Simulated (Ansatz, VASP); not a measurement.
# GaAs: VASP beside Ansatz

The input INCAR:

```
PREC = Accurate
ENCUT = 500
EDIFF = 1E-6
ISMEAR = 0
SIGMA = 0.01
LREAL = F
LASPH = T
NELM = 120
ALGO = Normal
ISIF = 2
LWAVE = F
LCHARG = F
GGA = PE
NBANDS = 16
GGA_COMPAT = F
```

Contents of KPOINTS:

```
regular mesh
0
Gamma
  10 10 10
```

The input POSCAR:

```
GaAs
1.0
    0.0000000000      2.8729562182      2.8729562182
    2.8729562182      0.0000000000      2.8729562182
    2.8729562182      2.8729562182      0.0000000000
Ga As
1 1
Direct
    0.0000000000      0.0000000000      0.0000000000
    0.2500000000      0.2500000000      0.2500000000
```

Input for Ansatz:

```yaml
crystal:
  lattice:
    - [0.0, 2.8729562183, 2.8729562183]
    - [2.8729562183, 0.0, 2.8729562183]
    - [2.8729562183, 2.8729562183, 0.0]
  atoms:
    - { symbol: Ga, position: [0.0, 0.0, 0.0] }
    - { symbol: As, position: [0.25, 0.25, 0.25] }
basis:
  ecutwfc: 420
kpoints:
  mp_grid: { grid: [10, 10, 10] }
  band_path:
    path:
      - [[0.0, 0.0, 0.0], [-0.5, -0.5, 0.0], [-0.375, -0.375, 0.25]]
      - [[-0.375, 0.0, 0.375], [0.0, 0.0, 0.0], [0.0, 0.0, 0.5], [-0.5, -0.25, 0.25], [-0.5, -0.5, 0.0]]
    npoints: 10
hamiltonian:
  xc: pbe
  pseudopotentials: { kind: paw, azcp: { folder: soft_1 } }
scf:
  occupations: { method: gaussian, width: 0.01 }
  n_extra_bands: 7
output:
  forces: true
  stress: true
  eigenvalues: true
```

Alike in both runs: task single point; functional PBE; k mesh 10 × 10 × 10; occupations gaussian, width 0.01 eV; no spin polarisation.

```csv
,VASP,Ansatz
version,VASP 6.6.1,Ansatz 0.2.0
potentials or method,"VASP PAW PBE potentials, release 64 (Ga_d, As), cutoff 500 eV","scalar-relativistic, plane waves, PAW"
valence electrons in the cell,18,28
```

```csv
,VASP,Ansatz,Ansatz less VASP
gap on the k mesh at the Fermi level (eV),0.16,0.16,0.000
least direct gap on the mesh (eV),0.16,0.16,0.000
pressure (GPa),0.1,0.0,-0.13
```

With one functional, cell and mesh, what is left measures potentials, basis and numerics. VASP's potentials hold 18 valence electrons a cell and Ansatz's 28, so a difference there can come from the potentials and not from the codes.
